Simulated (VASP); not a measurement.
Wanted: the native input for a VASP 6.6.1 run.

```
Task                               : single point
Functional                         : HSE06
Potentials or basis                : VASP PAW PBE potentials, release 64 (Si, C)
Cutoff                             : 520 eV
k mesh                             : 8 × 8 × 8
Occupations                        : gaussian, width 0.01 eV
Spin                               : no spin polarisation
Dipole correction                  : no
Grid for exact exchange (PRECFOCK) : Normal
Further INCAR settings             : ALGO = Normal; EDIFF = 1e-06; NBANDS = 11
Share of exact exchange            : 0.25
Screening parameter                : 0.2079 1/Å
```

Crystal: SiC.

```xyz
2
Lattice="0.0000 2.1127 2.2192 2.1127 0.0000 2.2192 2.1127 2.1127 0.0000" Properties=species:S:1:pos:R:3 pbc="T T T"
Si    0.0000    0.0000    0.0000
C     1.0564    1.0564    1.1096
```

This cell differs from its parent crystal: epitaxial xy strain -3.0%.

These files were run (other wordings do the same):

POSCAR

```
SiC
1.0
    0.0000000000      2.1127107805      2.2192378392
    2.1127107805      0.0000000000      2.2192378392
    2.1127107805      2.1127107805      0.0000000000
Si C
1 1
Direct
    0.0000000000      0.0000000000      0.0000000000
    0.2500000000      0.2500000000      0.2500000000
```

INCAR.step1

```
SYSTEM = SiC
PREC     = Accurate       ! precision mode
ENCUT    = 520            ! plane-wave cutoff, eV
EDIFF    = 1E-5           ! SCF threshold, eV
ISMEAR   = 0              ! smearing method
SIGMA    = 0.01           ! smearing width, eV
LREAL    = .FALSE.        ! projectors in reciprocal space
LASPH    = .TRUE.         ! aspherical terms in the spheres
NELM     = 60             ! most SCF steps
ALGO     = Normal         ! electronic algorithm
ISIF     = 2              ! what is computed and relaxed
LWAVE    = .TRUE.         ! write WAVECAR
GGA      = PE             ! functional
NBANDS   = 11             ! bands
```

INCAR.step2

```
SYSTEM = SiC
PREC     = Accurate       ! precision mode
ENCUT    = 520            ! plane-wave cutoff, eV
EDIFF    = 1E-6           ! SCF threshold, eV
ISMEAR   = 0              ! smearing method
SIGMA    = 0.01           ! smearing width, eV
LREAL    = .FALSE.        ! projectors in reciprocal space
LASPH    = .TRUE.         ! aspherical terms in the spheres
NELM     = 60             ! most SCF steps
ALGO     = Normal         ! electronic algorithm
ISIF     = 2              ! what is computed and relaxed
LWAVE    = .FALSE.        ! write WAVECAR
LCHARG   = .TRUE.         ! write CHGCAR
GGA      = PE             ! functional
LHFCALC  = .TRUE.         ! exact exchange
HFSCREEN = 0.2079         ! screening, 1/A
PRECFOCK = Normal       
LELF     = .TRUE.         ! ELF
LVHAR    = .TRUE.       
ISTART   = 1            
NBANDS   = 11             ! bands
```

KPOINTS

```
regular mesh
0
G
  8 8 8
  0 0 0
```

Potentials or basis: VASP PAW PBE potentials, release 64 (Si, C).

Command:

```bash
$ cat potpaw_PBE.64/Si/POTCAR potpaw_PBE.64/C/POTCAR > POTCAR
$ cp INCAR.step1 INCAR
$ mpirun -np 1 vasp_std > vasp.out
$ cp INCAR.step2 INCAR
$ mpirun -np 1 vasp_std > vasp.out
```

Results of the run:

```yaml
Pressure: 8.7 GPa
Band_gap_on_the_k_mesh: 1.93 eV (least direct gap 5.73 eV)
```

Caveat: the cell differs from its parent crystal (epitaxial xy strain -3.0%); the cell stands under pressure; the PAW data sets were made with another functional, which shifts forces and pressure a little.

Wall time 46 min on 1 thread of Intel(R) Xeon(R) Platinum 8124M CPU @ 3.00GHz (Skylake/Cascade Lake), on a shared host, peak memory 0.26 GiB.
